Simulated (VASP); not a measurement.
The system is C.

```
C
1.0
     1.69198    0.00000    0.00000
    -0.84599    1.46530    0.00000
     0.00000    0.00000    5.83024
C
2
Direct
  0.33333 0.66667 0.25000
  0.66667 0.33333 0.75000
```

* Program: VASP 6.6.1
* Task: relaxation of cell and atoms
* Functional: PBEsol
* Potentials or basis: VASP PAW PBE potentials, release 64 (C)
* Cutoff: 600 eV
* k mesh: 13 × 13 × 4
* Occupations: methfessel-paxton, width 0.05 eV
* Spin: no spin polarisation

At the start: pressure 8.7 GPa; volume 7.23 Å³/atom.

Task: Where does the relaxation end?

Result: Over 11 steps the energy falls by 15.5 meV/atom and the volume is 8.43 Å³/atom (+16.7 %); space group P6_3/mmc (No. 194, to 0.1 Å) before and after.

Step by step:
```
step  energy change (eV)  largest force (eV/Å)  pressure (GPa)  volume (Å³)
   1              0.0000                0.0000            8.70        14.45
   2             -0.0034                0.0000           -4.96        15.29
   3             -0.0125                0.0000            0.90        14.89
   4             -0.0177                0.0000            0.66        15.08
   5             -0.0247                0.0000            0.39        15.62
   6             -0.0263                0.0000            0.05        15.84
   7             -0.0287                0.0000            0.04        16.28
   8             -0.0303                0.0000           -0.41        17.18
   9             -0.0308                0.0000            0.04        16.72
  10             -0.0309                0.0000           -0.19        16.95
  11             -0.0310                0.0000           -0.12        16.87
```

Final structure:
```
C
1.0
     1.71737    0.00000    0.00000
    -0.85869    1.48729    0.00000
     0.00000    0.00000    6.60434
C
2
Direct
  0.33333 0.66667 0.25000
  0.66667 0.33333 0.75000
```

Caveat: the volume moved by over 15 % at a fixed basis, so the end points are rough; the PAW data sets were made with another functional, which shifts forces and pressure a little; this functional lacks dispersion, which binds layers or chains, so the pressure and a relaxed spacing across them are unreliable.
